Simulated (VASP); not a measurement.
# AlPt (Pm-3m) in VASP: notebook

Runs on AlPt. Level: r2SCAN. Tasks: single point, relaxation of cell and atoms.

All numbers are computed with VASP 6.6.1; they aren't measurements. Logs are shortened: lines on timing, memory, paths and dates and some standing lists are left out, and cuts for length are marked.

## Step 1: The cell of the first run

Symmetry: Pm-3m, No. 221, cubic system. The conventional cell has a = 3.066 Å, b = 3.066 Å, c = 3.066 Å, α = 90.00°, β = 90.00°, γ = 90.00°. Al (site symmetry m-3m) has 8 Pt at 2.66 Å and 6 Al at 3.07 Å within 3.5 Å. Within 3.5 Å of Pt (site symmetry m-3m) lie 8 Al at 2.66 Å and 6 Pt at 3.07 Å.

## Step 2: Single point, r2SCAN

POSCAR reads:

```
AlPt
1.0
    3.0663819211      0.0000000000      0.0000000000
    0.0000000000      3.0663819211      0.0000000000
    0.0000000000      0.0000000000      3.0663819211
Al Pt
1 1
Direct
    0.0000000000      0.0000000000      0.0000000000
    0.5000000000      0.5000000000      0.5000000000
```

INCAR.step1 reads:

```
PREC     = Accurate       # precision mode
ENCUT    = 520            # plane-wave cutoff, eV
ISMEAR   = 0              # smearing method
SIGMA    = 0.1            # smearing width, eV
LREAL    = False          # projectors in reciprocal space
LASPH    = True           # aspherical terms in the spheres
NELM     = 100            # most SCF steps
NBANDS   = 14             # bands
GGA      = PE             # functional
ALGO     = Normal         # electronic algorithm
EDIFF    = 1E-4           # SCF threshold, eV
LWAVE    = True           # write WAVECAR
LCHARG   = False          # write CHGCAR
```

INCAR.step2 reads:

```
PREC     = Accurate       # precision mode
ENCUT    = 520            # plane-wave cutoff, eV
EDIFF    = 1E-7           # SCF threshold, eV
ISMEAR   = 0              # smearing method
SIGMA    = 0.1            # smearing width, eV
LREAL    = False          # projectors in reciprocal space
LASPH    = True           # aspherical terms in the spheres
NELM     = 100            # most SCF steps
ALGO     = Normal         # electronic algorithm
ISIF     = 2              # what is computed and relaxed
LWAVE    = False          # write WAVECAR
LCHARG   = False          # write CHGCAR
METAGGA  = R2SCAN         # meta-GGA
LMIXTAU  = True         
NBANDS   = 14             # bands
ISTART   = 1
```

KPOINTS reads:

```
Automatic mesh
0
Gamma
  10 10 10
```

Potentials or basis: VASP PAW PBE potentials, release 64 (Al, Pt).

Command:

```sh
cat potpaw_PBE.64/Al/POTCAR potpaw_PBE.64/Pt/POTCAR > POTCAR
cp INCAR.step1 INCAR
mpirun -np 1 vasp_std > vasp.out
cp INCAR.step2 INCAR
mpirun -np 1 vasp_std > vasp.out
```

OUTCAR:

```text
PREC = Accurate
   ENCUT = 520
   EDIFF = 1E-7
   ISMEAR = 0
   LREAL = False
   LASPH = True
   NELM = 100
   ISIF = 2
   METAGGA = R2SCAN
   ISTART = 1

 ion  position               nearest neighbor table
   1  0.000  0.000  0.000-   2 2.66   2 2.66   2 2.66   2 2.66   2 2.66   2 2.66   2 2.66   2 2.66

   2  0.500  0.500  0.500-   1 2.66   1 2.66   1 2.66   1 2.66   1 2.66   1 2.66   1 2.66   1 2.66

  LATTYP: Found a simple cubic cell.
 ALAT       =     3.0663819211

  Lattice vectors:

 A1 = (   3.0663819211,   0.0000000000,   0.0000000000)
 A2 = (   0.0000000000,   3.0663819211,   0.0000000000)
 A3 = (   0.0000000000,   0.0000000000,   3.0663819211)

Analysis of symmetry for initial positions (statically):
=====================================================================
 Subroutine PRICEL returns:
 Original cell was already a primitive cell.

 Routine SETGRP: Setting up the symmetry group for a
 simple cubic supercell.

 Subroutine GETGRP returns: Found 48 space group operations
 (whereof 48 operations were pure point group operations)
 out of a pool of 48 trial point group operations.

The static configuration has the point symmetry O_h .

Analysis of symmetry for dynamics (positions and initial velocities):
=====================================================================
 Subroutine PRICEL returns:
 Original cell was already a primitive cell.

 Routine SETGRP: Setting up the symmetry group for a
 simple cubic supercell.

 Subroutine GETGRP returns: Found 48 space group operations
 (whereof 48 operations were pure point group operations)
 out of a pool of 48 trial point group operations.

The dynamic configuration has the point symmetry O_h .

 Subroutine INISYM returns: Found 48 space group operations
 (whereof 48 operations are pure point group operations),
 and found     1 'primitive' translations

----------------------------------------------------------------------------------------

                                     Primitive cell

  volume of cell :      28.8323

  direct lattice vectors                    reciprocal lattice vectors
     3.066381921  0.000000000  0.000000000     0.326117237  0.000000000  0.000000000
     0.000000000  3.066381921  0.000000000     0.000000000  0.326117237  0.000000000
     0.000000000  0.000000000  3.066381921     0.000000000  0.000000000  0.326117237

  length of vectors
     3.066381921  3.066381921  3.066381921     0.326117237  0.326117237  0.326117237

[... 85 lines left out ...]
   NFREE  =      0    steps in history (QN), initial steepest desc. (CG)
   ISIF   =      2    stress and relaxation
   ISYM   =      2    0-nonsym 1-usesym 2-fastsym
   POTIM  = 0.5000    time-step for ionic-motion
   TEBEG  =    0.0;   TEEND  =   0.0 temperature during run
   PSTRESS=    0.0 pullay stress
   NELECT =      13.0000    total number of electrons
   NUPDOWN=      -1.0000    fix difference up-down
   EMIN   =  10.00;   EMAX   =-10.00  energy-range for DOS
   EFERMI =   0.00;   METHOD = LEGACY
   ISMEAR =     0;   SIGMA  =   0.10  broadening in eV -4-tet -1-fermi 0-gaus
   EFERMI_NEDOS =   21; number of points for ismear=-14 and -15
   IALGO  =     38    algorithm
   IMIX   =      4    mixing-type and parameters
     AMIX     =   0.40;   BMIX     =  1.00
     AMIX_MAG =   1.60;   BMIX_MAG =  1.00
  volume/ion in A,a.u.               =      14.42        97.28
  Fermi-wavevector in a.u.,A,eV,Ry     =   1.255345  2.372258 21.441294  1.575891
  Thomas-Fermi vector in A             =   2.389106
   LORBIT       =      0    0 simple, 1 ext, 2 COOP (PROOUT), +10 PAW based schemes
   METAGGA = R2SCAN    functional components
   LHFCALC =     F    Hartree Fock is set to
   AEXX    =    0.0000 exact exchange contribution
   IVDW    =     0    specifies the selected vdW correction
   LEPSILON=     F    determine dielectric tensor
   LRPA    =     F    only Hartree local field effects (RPA)
 non-spin polarized calculation
 Gauss-broadening in eV      SIGMA  =   0.10
  energy-cutoff  :      520.00
  volume of cell :       28.83
 maximum number of plane-waves:       804
 NGX is ok and might be reduce to    24
   NGX = 11   NGY = 11   NGZ = 11

 number of electron      12.9999997 magnetization

 Free energy of the ion-electron system (eV)
  ---------------------------------------------------
  ext. energy  EPLUGINS =         0.00000000
  ---------------------------------------------------
  free energy    TOTEN  =       -60.23457151 eV

  energy without entropy =      -60.23224031  energy(sigma->0) =      -60.23340591

 E-fermi :  11.0923     XC(G=0): -13.2630

 val. band max:       11.0920579435   @ k =   0.3000   0.1000   0.0000
 cond. band min:      11.1704078427   @ k =   0.5000   0.4000   0.4000
 fundamental gap:      0.0783498992
 Fermi energy:        11.0922970210

 k-point     1 :       0.0000    0.0000    0.0000
  band No.  band energies     occupation
      1      -1.3482      2.00000
      2       4.9816      2.00000
      3       4.9816      2.00000
      4       8.2076      2.00000
      5       8.2076      2.00000
      6       8.2076      2.00000
      7      15.2443      0.00000
      8      15.2443      0.00000
      9      15.2443      0.00000
     10      20.5480      0.00000
     11      20.5480      0.00000
     12      22.0108      0.00000
     13      29.8362      0.00000
     14      29.8362      0.00000
[... 377 lines left out ...]
      1       0.6821      2.00000
      2       5.1186      2.00000
      3       5.5309      2.00000
      4       6.8978      2.00000
      5       7.0893      2.00000
      6       7.9975      2.00000
      7      11.3164      0.00153
      8      16.5679      0.00000
      9      16.5897      0.00000
     10      19.7893      0.00000
     11      22.9427      0.00000
     12      23.9505      0.00000
     13      25.1316      0.00000
     14      27.3178      0.00000

 [... further k-points ...]
[... 5 lines left out ...]
  --------------------------------------------------------------------------------------
  -------------------------------------------------------------------------------------
  Total       -0.0313002     -0.0313002     -0.0313002      0.0000000     -0.0000000      0.0000000
  in kB       -1.7393179     -1.7393179     -1.7393179      0.0000000     -0.0000000      0.0000000
  external PRESSURE =      -1.7393179 kB  Pullay stress =       0.0000000 kB

 VOLUME and BASIS-vectors are now :
 -----------------------------------------------------------------------------
  energy-cutoff  :      520.00
  volume of cell :       28.83
      direct lattice vectors                 reciprocal lattice vectors
     3.066381921  0.000000000  0.000000000     0.326117237  0.000000000  0.000000000
     0.000000000  3.066381921  0.000000000     0.000000000  0.326117237  0.000000000
     0.000000000  0.000000000  3.066381921     0.000000000  0.000000000  0.326117237

 POSITION                                       TOTAL-FORCE (eV/Angst)
 -----------------------------------------------------------------------------------
      0.00000      0.00000      0.00000         0.000000      0.000000      0.000000
      1.53319      1.53319      1.53319         0.000000      0.000000      0.000000
 -----------------------------------------------------------------------------------
    total drift:                                0.000000     -0.000000     -0.000000

  FREE ENERGIE OF THE ION-ELECTRON SYSTEM (eV)
  ---------------------------------------------------
  free  energy   TOTEN  =       -60.2345715128 eV

  energy  without entropy=      -60.2322403136  energy(sigma->0) =      -60.23340591
```

OSZICAR.step1:

```text
N       E                     dE             d eps       ncg     rms          rms(c)
DAV:   1     0.456305286194E+02    0.45631E+02   -0.56159E+03  1592   0.773E+02
DAV:   2    -0.110299702922E+02   -0.56660E+02   -0.51880E+02  1928   0.166E+02
DAV:   3    -0.122046978456E+02   -0.11747E+01   -0.11709E+01  1946   0.226E+01
DAV:   4    -0.122110575301E+02   -0.63597E-02   -0.63593E-02  1958   0.204E+00
DAV:   5    -0.122111316115E+02   -0.74081E-04   -0.74081E-04  1958   0.217E-01    0.108E+01
DAV:   6    -0.117533890709E+02    0.45774E+00   -0.18666E+00  1736   0.100E+01    0.428E+00
DAV:   7    -0.117066151367E+02    0.46774E-01   -0.51675E-02  1694   0.172E+00    0.253E+00
DAV:   8    -0.116876975210E+02    0.18918E-01   -0.14577E-02  1850   0.872E-01    0.242E-01
DAV:   9    -0.116876623414E+02    0.35180E-04   -0.39072E-04  1896   0.133E-01
   1 F= -.11687662E+02 E0= -.11686707E+02  d E =-.191152E-02
```

Wall time 1.7 min (1 thread of Intel Xeon 8259CL, shared host); peak memory 0.16 GiB.

Results:

```yaml
Free_energy: -60.2346 eV
Pressure: -0.2 GPa
Band_gap_on_the_k_mesh: zero (an odd number of electrons rules out a gap without spin polarisation)
```

Levels at points of the mesh, in eV from the Fermi level:
```
           k point  band 4  band 5  band 6  band 7  band 8  band 9  band 10  band 11
(0.00, 0.00, 0.00)   -2.88   -2.88   -2.88    4.15    4.15    4.15     9.46     9.46
(0.50, 0.00, 0.00)   -4.43   -4.43   -2.67   -1.02    6.28    9.03     9.03    11.12
(0.50, 0.50, 0.00)   -4.06   -3.46   -3.46   -1.57    1.04    3.92     9.25    12.94
(0.50, 0.50, 0.50)   -1.49   -1.49    1.18    1.77    1.77    1.77     5.28     6.43
```

Caveat: the PAW data sets were made with another functional, which shifts forces and pressure a little; spin-orbit coupling is left out, which moves the levels of the heavy elements.

## Step 3: Relaxation of cell and atoms, r2SCAN

This run uses another cell than the first one, of 14.77 Å³/atom.

POSCAR reads:

```
AlPt
1.0
    3.0915460000      0.0000000000      0.0000000000
    0.0000000000      3.0915460000      0.0000000000
    0.0000000000      0.0000000000      3.0915460000
Al Pt
1 1
Direct
    0.0000000000      0.0000000000      0.0000000000
    0.5000000000      0.5000000000      0.5000000000
```

INCAR.step1 reads:

```
  PREC = Accurate
  ENCUT = 600
  ISMEAR = 0
  SIGMA = 0.1
  LREAL = F
  LASPH = T
  NELM = 80
  GGA = PE
  ALGO = Normal
  EDIFF = 1E-4
  LWAVE = T
  LCHARG = F
```

INCAR.step2 reads:

```
  PREC = Accurate
  ENCUT = 600
  EDIFF = 1E-7
  ISMEAR = 0
  SIGMA = 0.1
  LREAL = F
  LASPH = T
  NELM = 80
  ALGO = Normal
  ISIF = 3
  LWAVE = F
  LCHARG = F
  METAGGA = R2SCAN
  LMIXTAU = T
  IBRION = 2
  NSW = 80
  EDIFFG = -0.01
  ISTART = 1
```

KPOINTS reads:

```
regular mesh
0
Gamma
  10 10 10
```

Potentials or basis: VASP PAW PBE potentials, release 64 (Al, Pt).

Command:

```sh
cat potpaw_PBE.64/Al/POTCAR potpaw_PBE.64/Pt/POTCAR > POTCAR
cp INCAR.step1 INCAR
mpirun -np 1 vasp_std > vasp.out
cp INCAR.step2 INCAR
mpirun -np 1 vasp_std > vasp.out
```

Run time: 10 min. Hardware: 1 thread of Intel Xeon 8259CL, shared host; peak memory 0.19 GiB.

It converged, with:

```yaml
Free_energy: -60.2336 eV
Relaxed_volume: 14.41 Å³/atom
Relaxed_cell: a = 3.066 Å, b = 3.066 Å, c = 3.066 Å, α = 90.00°, β = 90.00°, γ = 90.00°
Space_group_after_relaxing_to_0.1_Å: Pm-3m (No. 221)
Energy_gained_by_relaxing: 5.8 meV/atom
Ionic_steps: 3
Pressure_after_relaxing: 0.0 GPa
Band_gap_on_the_k_mesh: zero (an odd number of electrons rules out a gap without spin polarisation)
```

Step by step:
```
step  energy change (eV)  largest force (eV/Å)  pressure (GPa)  volume (Å³)
   1              0.0000                0.0000           -4.87        29.55
   2              0.0195                0.0000            9.12        27.67
   3             -0.0116                0.0000            0.00        28.81
```

Final structure:
```
Al Pt
1.0
     3.06570    0.00000    0.00000
     0.00000    3.06570    0.00000
     0.00000    0.00000    3.06570
Al Pt
1 1
Direct
  0.00000 0.00000 0.00000
  0.50000 0.50000 0.50000
```

Levels at points of the mesh, in eV from the Fermi level:
```tsv
k point	band 3	band 4	band 5	band 6	band 7	band 8	band 9	band 10
(0.00, 0.00, 0.00)	-6.12	-2.89	-2.89	-2.89	4.15	4.15	4.15	9.46
(0.50, 0.00, 0.00)	-5.46	-4.43	-4.43	-2.67	-1.02	6.28	9.03	9.03
(0.50, 0.50, 0.00)	-4.07	-4.07	-3.47	-3.47	-1.57	1.04	3.92	9.26
(0.50, 0.50, 0.50)	-7.03	-1.49	-1.49	1.19	1.77	1.77	1.77	5.29
```

Caveat: the PAW data sets were made with another functional, which shifts forces and pressure a little; spin-orbit coupling is left out, which moves the levels of the heavy elements.

The gap in the log of VASP goes by the Fermi energy; the results here count the filled bands.